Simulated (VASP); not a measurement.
## GaAs: relaxation of cell and atoms with r2SCAN

Crystal: GaAs.

```xyz
2
Lattice="0.0000 2.8718 2.8718 2.8718 0.0000 2.8718 2.8718 2.8718 0.0000" Properties=species:S:1:pos:R:3 pbc="T T T"
Ga    0.0000    0.0000    0.0000
As    1.4359    1.4359    1.4359
```

| Property | Result |
| --- | --- |
| Program | VASP 6.6.1 |
| Task | relaxation of cell and atoms |
| Functional | r2SCAN |
| Potentials or basis | VASP PAW PBE potentials, release 64 (Ga_d, As) |
| Cutoff | 600 eV |
| k mesh | 8 × 8 × 8 |
| Occupations | fermi-dirac, width 0.02 eV |
| Spin | no spin polarisation |
| Dipole correction | no |
| Further INCAR settings | ALGO = Normal; EDIFF = 1e-07; IBRION = 2; EDIFFG = -0.005; NSW = 80; ISIF = 3 |

| Item | Value |
| --- | --- |
| Relaxed volume | 22.77 Å³/atom |
| Relaxed cell | a = 4.008 Å, b = 4.008 Å, c = 4.008 Å, α = 60.00°, β = 60.00°, γ = 60.00° |
| Space group after relaxing (to 0.1 Å) | F-43m (No. 216) |
| Energy gained by relaxing | 8.0 meV/atom |
| Ionic steps | 5 |
| Pressure after relaxing | 0.0 GPa |
| Band gap on the k mesh | 0.93 eV |

The path:
| step | energy change (eV) | largest force (eV/Å) | pressure (GPa) | volume (Å³) |
| --- | --- | --- | --- | --- |
| 1 | 0.0000 | 0.0000 | -2.64 | 47.37 |
| 2 | -0.0130 | 0.0000 | 1.28 | 44.74 |
| 3 | -0.0160 | 0.0000 | 0.04 | 45.51 |
| 4 | -0.0160 | 0.0000 | -0.04 | 45.54 |
| 5 | -0.0160 | 0.0000 | -0.02 | 45.54 |

Final structure:
```xyz
2
Lattice="0.0000 2.8344 2.8344 2.8344 0.0000 2.8344 2.8344 2.8344 0.0000" Properties=species:S:1:pos:R:3 pbc="T T T"
Ga    0.0000    0.0000    0.0000
As    1.4172    1.4172    1.4172
```

Levels at points of the mesh, in eV from the valence-band top:
```
           k point  band 7  band 8  band 9  band 10  band 11  band 12
(0.00, 0.00, 0.00)    0.00    0.00    0.00     0.93     4.04     4.04
(0.50, 0.00, 0.00)   -6.77   -1.17   -1.17     1.34     4.98     4.98
(0.50, 0.50, 0.00)   -6.96   -2.75   -2.75     1.77     1.95    10.80
```

Wall time 4.6 min on 1 thread of Intel(R) Xeon(R) Platinum 8259CL CPU @ 2.50GHz (Skylake/Cascade Lake), on a shared host, peak memory 0.21 GiB.

Caveat: the PAW data sets were made with another functional, which shifts forces and pressure a little. A k mesh can miss the band edges.
